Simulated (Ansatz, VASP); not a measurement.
GaN in VASP and in Ansatz

```xyz
4
Lattice="2.9672 0.0000 0.0000 -1.4836 2.5697 0.0000 0.0000 0.0000 5.0329" Properties=species:S:1:pos:R:3 pbc="T T T"
Ga    0.0000    0.0000    0.0000
Ga    0.0000    0.0000    2.5165
N     0.0000    1.7131    1.2582
N     1.4836    0.8566    3.7747
```

Alike in both runs: task single point; functional r2SCAN; k mesh 12 × 12 × 6; no spin polarisation.

```csv
,VASP,Ansatz
version,VASP 6.6.1,Ansatz 0.2.0
potentials or method,"VASP PAW PBE potentials, release 64 (Ga_d, N)","plane waves, PAW"
plane-wave cutoff (eV),520,500
occupations,"gaussian, width 0.01 eV",fixed
valence electrons in the cell,36,36
```

|  | VASP | Ansatz | Ansatz less VASP |
| --- | --- | --- | --- |
| gap on the k mesh at the Fermi level (eV) | 1.88 | 1.91 | +0.028 |
| pressure (GPa) | 1.1 | 0.0 | -1.12 |

VASP's potentials were made for PBE, not for r2SCAN.
